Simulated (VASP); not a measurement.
# TaN (P6_3mc) in VASP: notebook

TaN is run at these levels: PBE; tasks: single point.

Everything below comes from runs of VASP 6.6.1. Logs are shortened: lines on timing, memory, paths and dates and some standing lists are left out, and cuts for length are marked.

### 1 The cell of the first run

Symmetry: P6_3mc, No. 186, hexagonal system. The conventional cell has a = 3.050 Å, b = 3.050 Å, c = 4.940 Å, α = 90.00°, β = 90.00°, γ = 120.00°. Ta (site symmetry 3m) has 4 N at 1.85 to 1.90 Å within 2.5 Å. N (site symmetry 3m) has 4 Ta at 1.85 to 1.90 Å within 2.5 Å.

### 2 Single point, PBE

Input file INCAR:

```
ALGO = Normal
EDIFF = 1E-6
ENCUT = 520
GGA = PE
ISIF = 2
ISMEAR = 1
LASPH = True
LCHARG = False
LREAL = False
LWAVE = False
NBANDS = 24
NELM = 100
PREC = Accurate
SIGMA = 0.1
```

Input file KPOINTS:

```
k-points
0
Gamma
  15 15 8
```

Input file POSCAR:

```
TaN
1.0
    3.0500010905      0.0000000000      0.0000000000
   -1.5250005453      2.6413784260      0.0000000000
    0.0000000000      0.0000000000      4.9400000000
Ta N
2 2
Direct
    0.3333333333      0.6666666667      0.0000000000
    0.6666666667      0.3333333333      0.5000000000
    0.3333333333      0.6666666667      0.3850000000
    0.6666666667      0.3333333333      0.8850000000
```

Potentials or basis: VASP PAW PBE potentials, release 64 (Ta_pv, N).

Run with:

```sh
$ cat potpaw_PBE.64/Ta_pv/POTCAR potpaw_PBE.64/N/POTCAR > POTCAR
$ mpirun -np 1 vasp_std > vasp.out
```

OUTCAR:

```text
EDIFF = 1E-6
   ENCUT = 520
   GGA = PE
   ISIF = 2
   ISMEAR = 1
   LASPH = True
   LREAL = False
   NELM = 100
   PREC = Accurate

 ion  position               nearest neighbor table
   1  0.333  0.667  0.000-   4 1.85   4 1.85   4 1.85   3 1.90   2 3.03   2 3.03   2 3.03   2 3.03
                             2 3.03   2 3.03
   2  0.667  0.333  0.500-   3 1.85   3 1.85   3 1.85   4 1.90   1 3.03   1 3.03   1 3.03   1 3.03
                             1 3.03   1 3.03
   3  0.333  0.667  0.385-   2 1.85   2 1.85   2 1.85   1 1.90
   4  0.667  0.333  0.885-   1 1.85   1 1.85   1 1.85   2 1.90

  LATTYP: Found a hexagonal cell.
 ALAT       =     3.0500010905
 C/A-ratio  =     1.6196715520

  Lattice vectors:

 A1 = (   3.0500010905,   0.0000000000,   0.0000000000)
 A2 = (  -1.5250005453,   2.6413784260,   0.0000000000)
 A3 = (   0.0000000000,   0.0000000000,   4.9400000000)

Analysis of symmetry for initial positions (statically):
=====================================================================
 Subroutine PRICEL returns:
 Original cell was already a primitive cell.

 Routine SETGRP: Setting up the symmetry group for a
 hexagonal supercell.

 Subroutine GETGRP returns: Found 12 space group operations
 (whereof  6 operations were pure point group operations)
 out of a pool of 24 trial point group operations.

The static configuration has the point symmetry C_3v.
 The point group associated with its full space group is C_6v.

Analysis of symmetry for dynamics (positions and initial velocities):
=====================================================================
 Subroutine PRICEL returns:
 Original cell was already a primitive cell.

 Routine SETGRP: Setting up the symmetry group for a
 hexagonal supercell.

 Subroutine GETGRP returns: Found 12 space group operations
 (whereof  6 operations were pure point group operations)
 out of a pool of 24 trial point group operations.

The dynamic configuration has the point symmetry C_3v.
 The point group associated with its full space group is C_6v.

 Subroutine INISYM returns: Found 12 space group operations
 (whereof  6 operations are pure point group operations),
 and found     1 'primitive' translations

----------------------------------------------------------------------------------------

                                     Primitive cell

  volume of cell :      39.7977

  direct lattice vectors                    reciprocal lattice vectors
     3.050001090  0.000000000  0.000000000     0.327868735  0.189295103  0.000000000
    -1.525000545  2.641378426  0.000000000     0.000000000  0.378590205  0.000000000
     0.000000000  0.000000000  4.940000000     0.000000000  0.000000000  0.202429150

  length of vectors
     3.050001090  3.050001091  4.940000000     0.378590205  0.378590205  0.202429150

  position of ions in fractional coordinates (direct lattice)
     0.333333333  0.666666667  0.000000000
     0.666666667  0.333333333  0.500000000
     0.333333333  0.666666667  0.385000000
     0.666666667  0.333333333  0.885000000

  ion indices of the primitive-cell ions
   primitive index   ion index
                 1           1
                 2           2
                 3           3
                 4           4

----------------------------------------------------------------------------------------

 KPOINTS: k-points

Automatic generation of k-mesh.
 Grid dimensions read from file:
 generate k-points for:   15   15    8

 Generating k-lattice:

  Cartesian coordinates                     Fractional coordinates (reciprocal lattice)
     0.021857916  0.012619674  0.000000000     0.066666667  0.000000000  0.000000000
     0.000000000  0.025239347  0.000000000     0.000000000  0.066666667  0.000000000
     0.000000000  0.000000000  0.025303644     0.000000000  0.000000000  0.125000000

  Length of vectors
     0.025239347  0.025239347  0.025303644

  Shift w.r.t. Gamma in fractional coordinates (k-lattice)
     0.000000000  0.000000000  0.000000000

 Subroutine IBZKPT returns following result:
 ===========================================

 Found    135 irreducible k-points:

 Following reciprocal coordinates:
            Coordinates               Weight
  0.000000  0.000000  0.000000      1.000000
  0.066667  0.000000  0.000000      6.000000
  0.133333 -0.000000  0.000000      6.000000
  0.200000 -0.000000  0.000000      6.000000
  0.266667 -0.000000  0.000000      6.000000
  0.333333 -0.000000  0.000000      6.000000
[... 16 lines left out ...]
  0.333333  0.200000  0.000000     12.000000
  0.400000  0.200000  0.000000      6.000000
 [... further k-points ...]
   k-points           NKPTS =    135   k-points in BZ     NKDIM =    135   number of bands    NBANDS=     24
   number of dos      NEDOS =    301   number of ions     NIONS =      4
   total plane-waves  NPLWV =  23040
   dimension x,y,z NGX =    24 NGY =   24 NGZ =   40
   dimension x,y,z NGXF=    48 NGYF=   48 NGZF=   80
   ions per type =               2   2
   NGX,Y,Z   is equivalent  to a cutoff of  13.08, 13.08, 13.46 a.u.
   NGXF,Y,Z  is equivalent  to a cutoff of  26.16, 26.16, 26.92 a.u.
 SYSTEM =  unknown system
   PREC   = accura    normal or accurate (medium, high low for compatibility)
   ISTART =      0    job   : 0-new  1-cont  2-samecut
   ICHARG =      2    charge: 1-file 2-atom 10-const
   ISPIN  =      1    spin polarized calculation?
   LNONCOLLINEAR =      F non collinear calculations
   LSORBIT =      F    spin-orbit coupling
   LASPH  =      T    aspherical Exc in radial PAW
   ENCUT  =  520.0 eV  38.22 Ry    6.18 a.u.   5.67  5.67  9.19*2*pi/ulx,y,z
   NELM   =    100;   NELMIN=  2; NELMDL= -5     # of ELM steps
   EDIFF  = 0.1E-05   stopping-criterion for ELM
   LREAL  =      F    real-space projection
   EDIFFG = 0.1E-04   stopping-criterion for IOM
   NSW    =      0    number of steps for IOM
   IBRION =     -1    ionic relax: 0-MD 1-quasi-New 2-CG
   NFREE  =      0    steps in history (QN), initial steepest desc. (CG)
   ISIF   =      2    stress and relaxation
   ISYM   =      2    0-nonsym 1-usesym 2-fastsym
   POTIM  = 0.5000    time-step for ionic-motion
   TEBEG  =    0.0;   TEEND  =   0.0 temperature during run
   PSTRESS=    0.0 pullay stress
   NELECT =      32.0000    total number of electrons
   NUPDOWN=      -1.0000    fix difference up-down
   EMIN   =  10.00;   EMAX   =-10.00  energy-range for DOS
   EFERMI =   0.00;   METHOD = LEGACY
   ISMEAR =     1;   SIGMA  =   0.10  broadening in eV -4-tet -1-fermi 0-gaus
   EFERMI_NEDOS =   21; number of points for ismear=-14 and -15
   IALGO  =     38    algorithm
   IMIX   =      4    mixing-type and parameters
     AMIX     =   0.40;   BMIX     =  1.00
     AMIX_MAG =   1.60;   BMIX_MAG =  1.00
  volume/ion in A,a.u.               =       9.95        67.14
  Fermi-wavevector in a.u.,A,eV,Ry     =   1.522319  2.876766 31.530886  2.317455
  Thomas-Fermi vector in A             =   2.630914
   LORBIT       =      0    0 simple, 1 ext, 2 COOP (PROOUT), +10 PAW based schemes
   GGA     = PE    functional components
   LHFCALC =     F    Hartree Fock is set to
   AEXX    =    0.0000 exact exchange contribution
   IVDW    =     0    specifies the selected vdW correction
   LEPSILON=     F    determine dielectric tensor
   LRPA    =     F    only Hartree local field effects (RPA)
 non-spin polarized calculation
 Methfessel and Paxton  Order N= 1 SIGMA  =   0.10
  energy-cutoff  :      520.00
  volume of cell :       39.80
 maximum number of plane-waves:      1093
 NGX is ok and might be reduce to    24
   NGX = 11   NGY = 11   NGZ = 19

 number of electron      32.0000000 magnetization

 Free energy of the ion-electron system (eV)
  ---------------------------------------------------
  ext. energy  EPLUGINS =         0.00000000
  ---------------------------------------------------
  free energy    TOTEN  =       -37.67301051 eV

  energy without entropy =      -37.67409148  energy(sigma->0) =      -37.67337083

 E-fermi :   9.8235     XC(G=0): -13.5442

 val. band max:        9.8120091034   @ k =   0.2000   0.0667   0.3750
 cond. band min:       9.8257045283   @ k =   0.1333   0.0667   0.3750
 fundamental gap:      0.0136954249
 Fermi energy:         9.8235294324

 k-point     1 :       0.0000    0.0000    0.0000
  band No.  band energies     occupation
      1     -26.3326      2.00000
      2     -25.2241      2.00000
      3     -25.2241      2.00000
      4     -25.0330      2.00000
      5     -25.0330      2.00000
      6     -24.9776      2.00000
[... 16 lines left out ...]
     23      16.4677      0.00000
     24      16.4677      0.00000

 k-point     2 :       0.0667    0.0000    0.0000
  band No.  band energies     occupation
      1     -26.3166      2.00000
      2     -25.2708      2.00000
      3     -25.2377      2.00000
      4     -25.0866      2.00000
      5     -25.0406      2.00000
      6     -24.9850      2.00000
[... 16 lines left out ...]
     23      16.4671      0.00000
     24      16.6144      0.00000

 k-point     3 :       0.1333   -0.0000    0.0000
  band No.  band energies     occupation
      1     -26.2709      2.00000
      2     -25.4003      2.00000
      3     -25.2753      2.00000
      4     -25.2339      2.00000
      5     -25.0625      2.00000
      6     -25.0074      2.00000
[... 16 lines left out ...]
     23      16.4663      0.00000
     24      17.2908      0.00000

 k-point     4 :       0.2000   -0.0000    0.0000
  band No.  band energies     occupation
      1     -26.2038      2.00000
      2     -25.5830      2.00000
      3     -25.4401      2.00000
      4     -25.3292      2.00000
      5     -25.0956      2.00000
      6     -25.0450      2.00000
[... 16 lines left out ...]
     23      16.6972      0.00000
     24      18.4730      0.00000

 k-point     5 :       0.2667   -0.0000    0.0000
  band No.  band energies     occupation
      1     -26.1386      2.00000
      2     -25.7707      2.00000
      3     -25.6589      2.00000
      4     -25.3893      2.00000
      5     -25.1343      2.00000
      6     -25.0978      2.00000
[... 16 lines left out ...]
     23      17.1310      0.00000
     24      17.7672      0.00000

 k-point     6 :       0.3333   -0.0000    0.0000
  band No.  band energies     occupation
      1     -26.1487      2.00000
      2     -25.9081      2.00000
      3     -25.8060      2.00000
      4     -25.4452      2.00000
      5     -25.1719      2.00000
      6     -25.1630      2.00000
[... 16 lines left out ...]
     23      16.7121      0.00000
     24      18.0283      0.00000
[... 379 lines left out ...]
 k-point    21 :       0.2000    0.2000    0.0000
  band No.  band energies     occupation
      1     -26.0961      2.00000
      2     -25.9138      2.00000
      3     -25.7728      2.00000
      4     -25.5240      2.00000
      5     -25.2842      2.00000
      6     -25.1797      2.00000
[... 16 lines left out ...]
     23      17.0199      0.00000
     24      18.3642      0.00000

 k-point    22 :       0.2667    0.2000    0.0000
  band No.  band energies     occupation
      1     -26.1270      2.00000
      2     -26.0185      2.00000
      3     -25.7303      2.00000
      4     -25.6224      2.00000
      5     -25.3569      2.00000
      6     -25.2504      2.00000
[... 16 lines left out ...]
     23      17.0790      0.00000
     24      17.8621      0.00000

 k-point    23 :       0.3333    0.2000    0.0000
  band No.  band energies     occupation
      1     -26.1799      2.00000
      2     -26.0589      2.00000
      3     -25.7271      2.00000
      4     -25.6351      2.00000
      5     -25.4075      2.00000
      6     -25.3214      2.00000
[... 16 lines left out ...]
     23      16.7589      0.00000
     24      17.5335      0.00000

 k-point    24 :       0.4000    0.2000    0.0000
  band No.  band energies     occupation
      1     -26.2035      2.00000
      2     -26.0664      2.00000
      3     -25.7552      2.00000
      4     -25.5989      2.00000
      5     -25.4272      2.00000
      6     -25.3575      2.00000
[... 16 lines left out ...]
     23      16.8264      0.00000
     24      17.4055      0.00000

 [... further k-points ...]

------------------------ aborting loop because EDIFF is reached ----------------------------------------

  FORCE on cell =-STRESS in cart. coord.  units (eV):
  Direction    XX          YY          ZZ          XY          YZ          ZX
  --------------------------------------------------------------------------------------
  -------------------------------------------------------------------------------------
  Total       36.9889343     36.9889343     30.5222545     -0.0000000     -0.0000000      0.0000000
  in kB     1489.1033200   1489.1033201   1228.7672349     -0.0000000     -0.0000000      0.0000000
  external PRESSURE =    1402.3246250 kB  Pullay stress =       0.0000000 kB

 VOLUME and BASIS-vectors are now :
 -----------------------------------------------------------------------------
  energy-cutoff  :      520.00
  volume of cell :       39.80
      direct lattice vectors                 reciprocal lattice vectors
     3.050001090  0.000000000  0.000000000     0.327868735  0.189295103  0.000000000
    -1.525000545  2.641378426  0.000000000     0.000000000  0.378590205  0.000000000
     0.000000000  0.000000000  4.940000000     0.000000000  0.000000000  0.202429150

 POSITION                                       TOTAL-FORCE (eV/Angst)
 -----------------------------------------------------------------------------------
     -0.00000      1.76092      0.00000         0.000000     -0.000000      2.394723
      1.52500      0.88046      2.47000        -0.000000      0.000000      2.394723
     -0.00000      1.76092      1.90190        -0.000000      0.000000     -2.394723
      1.52500      0.88046      4.37190         0.000000      0.000000     -2.394723
 -----------------------------------------------------------------------------------
    total drift:                               -0.000000      0.000000      0.000913

  FREE ENERGIE OF THE ION-ELECTRON SYSTEM (eV)
  ---------------------------------------------------
  free  energy   TOTEN  =       -37.6730105081 eV

  energy  without entropy=      -37.6740914780  energy(sigma->0) =      -37.67337083
```

Run time: 33 s. Hardware: 1 thread of Intel Xeon 6975P-C (Granite Rapids), shared host; peak memory 0.24 GiB.

Results:

* Free energy: -37.6730 eV
* Pressure: 140.2 GPa
* Largest force: 2.395 eV/Å
* Band gap on the k mesh: zero (band 16 reaches 11.00 eV, above the bottom of band 17 at 8.14 eV)

Forces on the atoms (eV/Å):
```
Ta   0.000  0.000  2.395
Ta   0.000  0.000  2.395
N    0.000  0.000 -2.395
N    0.000  0.000 -2.395
```

Stress tensor (GPa, compression positive):
```
148.91   0.00   0.00
  0.00 148.91   0.00
  0.00   0.00 122.88
```

Caveat: spin-orbit coupling is left out, which moves the levels of the heavy elements; forces of over 1 eV/Å act on the atoms, so gaps and moduli don't describe the material at rest.

(Continued in part 2 of 3.)
